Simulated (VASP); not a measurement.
Wanted: the native input for a VASP 6.6.1 run.

```
Task                   : single point
Functional             : LDA
Potentials or basis    : VASP PAW LDA potentials, release 64 (Au)
Cutoff                 : 520 eV
k mesh                 : 17 × 17 × 17
Occupations            : fermi-dirac, width 0.1 eV
Spin                   : no spin polarisation
Dipole correction      : no
Further INCAR settings : ALGO = Normal; EDIFF = 1e-07; NBANDS = 12
```

The structure of Au lies in POSCAR:

```
Au
1.0
   -1.4609010315      1.4609010315      1.4609010315
    1.4609010315     -1.4609010315      1.4609010315
    1.4609010315      1.4609010315     -1.4609010315
Au
1
Direct
    0.0000000000      0.0000000000      0.0000000000
```

This cell differs from its parent crystal: volume scaled by 0.75.

One way to write it, as run:

INCAR

```
SYSTEM = Au
ALGO = Normal
EDIFF = 1E-7
ENCUT = 520
GGA = CA
ISIF = 2
ISMEAR = -1
LASPH = .TRUE.
LCHARG = .TRUE.
LELF = .TRUE.
LREAL = .FALSE.
LVHAR = .TRUE.
LWAVE = .FALSE.
NBANDS = 12
NELM = 100
PREC = Accurate
SIGMA = 0.1
```

KPOINTS

```
k-points
0
G
  17 17 17
  0 0 0
```

Potentials or basis: VASP PAW LDA potentials, release 64 (Au).

Launch:

```bash
$ cat potpaw_LDA.64/Au/POTCAR > POTCAR
$ mpirun -np 1 vasp_std > vasp.out
```

It gave:

```json
{
 "Pressure": "124.3 GPa"
}
```

Run time: 17 s on 1 thread of Intel(R) Xeon(R) Platinum 8488C (Sapphire Rapids) (shared host), peak memory 0.14 GiB.
